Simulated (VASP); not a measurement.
# Al2Cu (I4/mmm) in VASP: a series of runs, part 4 of 4

VASP 6.6.1.

## 6. Single point, PBE

This run uses another cell than the first one, of 15.67 Å³/atom, 1.064 times its volume.

INCAR

```
PREC     = Accurate       # precision mode
ENCUT    = 520            # plane-wave cutoff, eV
EDIFF    = 1E-6           # SCF threshold, eV
ISMEAR   = -1             # smearing method
SIGMA    = 0.05           # smearing width, eV
LREAL    = F              # projectors in reciprocal space
LASPH    = T              # aspherical terms in the spheres
NELM     = 80             # most SCF steps
ALGO     = Fast           # electronic algorithm
ISIF     = 2              # what is computed and relaxed
LWAVE    = F              # write WAVECAR
LCHARG   = T              # write CHGCAR
GGA      = PE             # functional
LELF     = T              # ELF
LVHAR    = T            
NBANDS   = 16             # bands
```

KPOINTS

```
regular mesh
0
Gamma
  9 9 9
```

POSCAR

```
Al2Cu
1.0
   -2.0303375000      2.0303375000      2.8510940000
    2.0303375000     -2.0303375000      2.8510940000
    2.0303375000      2.0303375000     -2.8510940000
Cu Al
1 2
Direct
    0.5000000000      0.5000000000      0.0000000000
    0.2500000000      0.7500000000      0.5000000000
    0.7500000000      0.2500000000      0.5000000000
```

Potentials or basis: VASP PAW PBE potentials, release 64 (Cu, Al).

On the command line:

```
> cat potpaw_PBE.64/Cu/POTCAR potpaw_PBE.64/Al/POTCAR > POTCAR
> mpirun -np 1 vasp_std > vasp.out
```

OUTCAR:

```text
PREC = Accurate
   ENCUT = 520
   EDIFF = 1E-6
   ISMEAR = -1
   LREAL = F
   LASPH = T
   NELM = 80
   ISIF = 2
   GGA = PE

 ion  position               nearest neighbor table
   1  0.500  0.500  0.000-   2 2.48   3 2.48   2 2.48   3 2.48   2 2.48   3 2.48   2 2.48   3 2.48

   2  0.250  0.750  0.500-   1 2.48   1 2.48   1 2.48   1 2.48   3 2.85   3 2.85   3 2.87   3 2.87
                             3 2.87   3 2.87
   3  0.750  0.250  0.500-   1 2.48   1 2.48   1 2.48   1 2.48   2 2.85   2 2.85   2 2.87   2 2.87
                             2 2.87   2 2.87

  LATTYP: Found a body centered tetragonal cell.
 ALAT       =     4.0606750000
 C/A-ratio  =     1.4042463384

  Lattice vectors:

 A1 = (  -2.0303375000,   2.0303375000,   2.8510940000)
 A2 = (   2.0303375000,  -2.0303375000,   2.8510940000)
 A3 = (   2.0303375000,   2.0303375000,  -2.8510940000)

Analysis of symmetry for initial positions (statically):
=====================================================================
 Subroutine PRICEL returns:
 Original cell was already a primitive cell.

 Routine SETGRP: Setting up the symmetry group for a
 body centered tetragonal supercell.

 Subroutine GETGRP returns: Found 16 space group operations
 (whereof 16 operations were pure point group operations)
 out of a pool of 16 trial point group operations.

The static configuration has the point symmetry D_4h.

Analysis of symmetry for dynamics (positions and initial velocities):
=====================================================================
 Subroutine PRICEL returns:
 Original cell was already a primitive cell.

 Routine SETGRP: Setting up the symmetry group for a
 body centered tetragonal supercell.

 Subroutine GETGRP returns: Found 16 space group operations
 (whereof 16 operations were pure point group operations)
 out of a pool of 16 trial point group operations.

[... 120 lines left out ...]
   IMIX   =      4    mixing-type and parameters
     AMIX     =   0.40;   BMIX     =  1.00
     AMIX_MAG =   1.60;   BMIX_MAG =  1.00
  volume/ion in A,a.u.               =      15.67       105.75
  Fermi-wavevector in a.u.,A,eV,Ry     =   1.166331  2.204046 18.508385  1.360328
  Thomas-Fermi vector in A             =   2.302845
   LORBIT       =      0    0 simple, 1 ext, 2 COOP (PROOUT), +10 PAW based schemes
   GGA     = PE    functional components
   LHFCALC =     F    Hartree Fock is set to
   AEXX    =    0.0000 exact exchange contribution
   IVDW    =     0    specifies the selected vdW correction
   LEPSILON=     F    determine dielectric tensor
   LRPA    =     F    only Hartree local field effects (RPA)
 non-spin polarized calculation
 RMM-DIIS sequential band-by-band and
  energy-cutoff  :      520.00
  volume of cell :       47.01
 maximum number of plane-waves:      1289
 NGX is ok and might be reduce to    30
   NGX = 15   NGY = 15   NGZ = 15

 number of electron      17.0000003 magnetization

 Free energy of the ion-electron system (eV)
  ---------------------------------------------------
  ext. energy  EPLUGINS =         0.00000000
  ---------------------------------------------------
  free energy    TOTEN  =       -11.72678997 eV

  energy without entropy =      -11.71379296  energy(sigma->0) =      -11.72029146

 E-fermi :   7.1622     XC(G=0): -10.5219

 val. band max:        7.1610433706   @ k =  -0.1111   0.1111   0.1111
 cond. band min:       7.1677606766   @ k =   0.1111   0.1111  -0.0000
 fundamental gap:      0.0067173060
 Fermi energy:         7.1622090929

 k-point     1 :       0.0000    0.0000    0.0000
  band No.  band energies     occupation
      1      -3.1144      2.00000
      2       2.5674      2.00000
      3       2.5729      2.00000
      4       2.5729      2.00000
      5       3.1293      2.00000
      6       3.1387      2.00000
[... 433 lines left out ...]
      3       1.9519      2.00000
      4       3.0630      2.00000
      5       3.1265      2.00000
      6       3.2567      2.00000
[... 8 lines left out ...]
     15      17.8983      0.00000
     16      19.0519      0.00000

 [... further k-points ...]

------------------------ aborting loop because EDIFF is reached ----------------------------------------

  FORCE on cell =-STRESS in cart. coord.  units (eV):
  Direction    XX          YY          ZZ          XY          YZ          ZX
  --------------------------------------------------------------------------------------
  -------------------------------------------------------------------------------------
  Total        0.8702609      0.8702609      0.9102168      0.0000000      0.0000000     -0.0000000
  in kB       29.6586965     29.6586965     31.0204027      0.0000000      0.0000000     -0.0000000
  external PRESSURE =      30.1125986 kB  Pullay stress =       0.0000000 kB

 VOLUME and BASIS-vectors are now :
 -----------------------------------------------------------------------------
  energy-cutoff  :      520.00
  volume of cell :       47.01
      direct lattice vectors                 reciprocal lattice vectors
    -2.030337500  2.030337500  2.851094000     0.000000000  0.246264476  0.175371279
     2.030337500 -2.030337500  2.851094000     0.246264476  0.000000000  0.175371279
     2.030337500  2.030337500 -2.851094000     0.246264476  0.246264476  0.000000000

 POSITION                                       TOTAL-FORCE (eV/Angst)
 -----------------------------------------------------------------------------------
      0.00000      0.00000      2.85109         0.000000     -0.000000      0.000000
      2.03034      0.00000      1.42555         0.000000      0.000000     -0.000000
      0.00000      2.03034      1.42555        -0.000000      0.000000      0.000000
 -----------------------------------------------------------------------------------
    total drift:                                0.000000     -0.000000      0.000000

  FREE ENERGIE OF THE ION-ELECTRON SYSTEM (eV)
  ---------------------------------------------------
  free  energy   TOTEN  =       -11.7267899736 eV

  energy  without entropy=      -11.7137929552  energy(sigma->0) =      -11.72029146
```

OSZICAR:

```text
N       E                     dE             d eps       ncg     rms          rms(c)
DAV:   1     0.615775225661E+02    0.61578E+02   -0.68504E+03  2416   0.113E+03
DAV:   2    -0.114911853169E+02   -0.73069E+02   -0.64302E+02  2560   0.199E+02
DAV:   3    -0.140530462681E+02   -0.25619E+01   -0.25073E+01  3272   0.419E+01
DAV:   4    -0.141101894501E+02   -0.57143E-01   -0.57113E-01  2968   0.538E+00
DAV:   5    -0.141127509843E+02   -0.25615E-02   -0.25615E-02  3672   0.124E+00    0.152E+01
RMM:   6    -0.163583121914E+02   -0.22456E+01   -0.39098E+01  3016   0.948E+01    0.130E+01
RMM:   7    -0.118163581927E+02    0.45420E+01   -0.11245E+01  2727   0.532E+01    0.160E+00
RMM:   8    -0.117404147495E+02    0.75943E-01   -0.65719E-01  2576   0.126E+01    0.796E-01
RMM:   9    -0.117261587635E+02    0.14256E-01   -0.92553E-02  2753   0.170E+00    0.174E-01
RMM:  10    -0.117276091395E+02   -0.14504E-02   -0.75635E-03  3182   0.781E-01    0.186E-01
RMM:  11    -0.117270464506E+02    0.56269E-03   -0.28091E-03  3101   0.570E-01    0.101E-01
RMM:  12    -0.117268472327E+02    0.19922E-03   -0.74484E-04  3207   0.225E-01    0.608E-02
RMM:  13    -0.117268127893E+02    0.34443E-04   -0.13031E-04  3501   0.905E-02    0.385E-02
RMM:  14    -0.117267992189E+02    0.13570E-04   -0.29147E-05  3204   0.766E-02    0.182E-02
RMM:  15    -0.117267916197E+02    0.75992E-05   -0.14413E-05  2946   0.261E-02    0.127E-02
RMM:  16    -0.117267898102E+02    0.18095E-05   -0.76173E-06  2962   0.334E-02    0.369E-03
RMM:  17    -0.117267899736E+02   -0.16340E-06   -0.19129E-06  1858   0.118E-02
   1 F= -.11726790E+02 E0= -.11720291E+02  d E =-.129970E-01
```

stdout:

```text
POSCAR found type information on POSCAR CuAl
 POSCAR found :  2 types and       3 ions
 scaLAPACK will be used
 LDA part: xc-table for (Slater+PW92), standard interpolation
 POSCAR, INCAR and KPOINTS ok, starting setup
 FFT: planning ... GRIDC
 FFT: planning ... GRID_SOFT
 FFT: planning ... GRID
 WAVECAR not read
 entering main loop
```

Run time: 37 s. Hardware: 1 thread of Intel Xeon 6975P-C (Granite Rapids), shared host; peak memory 0.2 GiB.

What came out:

| Quantity | Value |
| --- | --- |
| Free energy | -11.7268 eV |
| Pressure | 3.0 GPa |

Stress tensor (GPa, compression positive):
```
2.97 0.00 0.00
0.00 2.97 0.00
0.00 0.00 3.10
```

## 7. The runs side by side

| cell | gap on the mesh (eV) | pressure (GPa) |
| --- | --- | --- |
| a = 3.964 Å, angles 119.8, 119.8, 90.4°, 3 atoms | none | 10.8 |
| a = 3.992 Å, angles 119.8, 119.8, 90.4°, 3 atoms | none | 7.9 |
| a = 4.019 Å, angles 119.8, 119.8, 90.4°, 3 atoms | none | 5.4 |
| a = 4.046 Å, angles 119.8, 119.8, 90.4°, 3 atoms | none | 3.0 |

Alike in all rows: task single point; level PBE; potentials or basis VASP PAW PBE potentials, release 64 (Cu, Al); no spin polarisation; k mesh 9 × 9 × 9; cutoff (eV) 520; smearing fermi-dirac 0.05 eV.

Total energies depend on the potentials used, so only differences within one code and one set of settings carry meaning.
